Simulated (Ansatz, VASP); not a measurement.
## NbVS3 in VASP and in Ansatz

The input INCAR:

```
ALGO     = Normal         # electronic algorithm
EDIFF    = 1E-6           # SCF threshold, eV
EDIFFG   = -0.04          # ionic threshold
ENCUT    = 600            # plane-wave cutoff, eV
GGA      = PE             # functional
IBRION   = 2              # ionic algorithm
ISIF     = 3              # what is computed and relaxed
ISMEAR   = 0              # smearing method
ISPIN    = 2              # spin polarisation
LASPH    = T              # aspherical terms in the spheres
LCHARG   = F              # write CHGCAR
LMAXMIX  = 4              # l up to which the mixer works
LORBIT   = 11             # projections on sites
LREAL    = F              # projectors in reciprocal space
LWAVE    = F              # write WAVECAR
MAGMOM   = 0 2 0 0 0      # initial moments
NELM     = 150            # most SCF steps
NSW      = 90             # ionic steps
PREC     = Accurate       # precision mode
SIGMA    = 0.1            # smearing width, eV
```

KPOINTS

```
k-points
0
Gamma
  4 4 4
```

The input POSCAR:

```
NbVS3
1.0
    4.1515148100      0.0000000000      0.0000000000
    0.0000000000      4.1515148100      0.0000000000
    0.0000000000      0.0000000000      4.1515148100
Nb V S
1 1 3
Direct
    0.0000000000      0.0000000000      0.0000000000
    0.5000000000      0.5000000000      0.5000000000
    0.0000000000      0.5000000000      0.5000000000
    0.5000000000      0.0000000000      0.5000000000
    0.5000000000      0.5000000000      0.0000000000
```

Input for Ansatz:

```yaml
crystal:
  lattice:
    - [4.15151481, 0.0, 0.0]
    - [0.0, 4.15151481, 0.0]
    - [0.0, 0.0, 4.15151481]
  atoms:
    - { symbol: Nb, position: [0.0, 0.0, 0.0] }
    - { symbol: V, position: [0.5, 0.5, 0.5], spin: 2.0 }
    - { symbol: S, position: [0.0, 0.5, 0.5] }
    - { symbol: S, position: [0.5, 0.0, 0.5] }
    - { symbol: S, position: [0.5, 0.5, 0.0] }
basis:
  ecutwfc: 420
kpoints:
  mp_grid: { grid: [4, 4, 4] }
hamiltonian:
  xc: pbe
scf:
  occupations: { method: gaussian, width: 0.1 }
  lower_state_search: "off"
output:
  forces: true
  stress: true
  eigenvalues: true
  populations: true
magnetization:
  spin_polarized: true
relax:
  adjacent_minimum: "off"
  f_tol: 0.04
  max_steps: 70
  cell: { stress_tol: 0.4 }
```

Alike in both runs: task relaxation of cell and atoms; functional PBE; k mesh 4 × 4 × 4; occupations gaussian, width 0.1 eV; collinear spin.

```csv
,VASP,Ansatz
version,VASP 6.6.1,Ansatz 0.2.0
potentials or method,"VASP PAW PBE potentials, release 64 (Nb_sv, V_sv, S), cutoff 600 eV","scalar-relativistic, plane waves, PAW"
valence electrons in the cell,44,44
```

```csv
,VASP,Ansatz,Ansatz less VASP
"gap on the k mesh at the Fermi level, each at its own relaxed structure (eV)",none,none,-
net moment per atom (μB),0.72,0.72,0.000
size of the moment on the site where the two differ most (μB),2.06,2.27,+0.211
relaxed volume (Å³/atom),18.72,18.69,-0.039
relaxed length of the cell vector where the two differ most in proportion (Å),4.541,4.538,-0.0031
```

Site moments also hang on the region over which each program counts them. A gap of «none» marks a metal or a gap that the smearing closes.

The k mesh is coarse, so the values compare programs but aren't converged. Noted on VASP's run: the volume moved by over 15 % at a fixed basis, so the end points are rough; too few bands were computed for a metal, which touches its energy and stress.
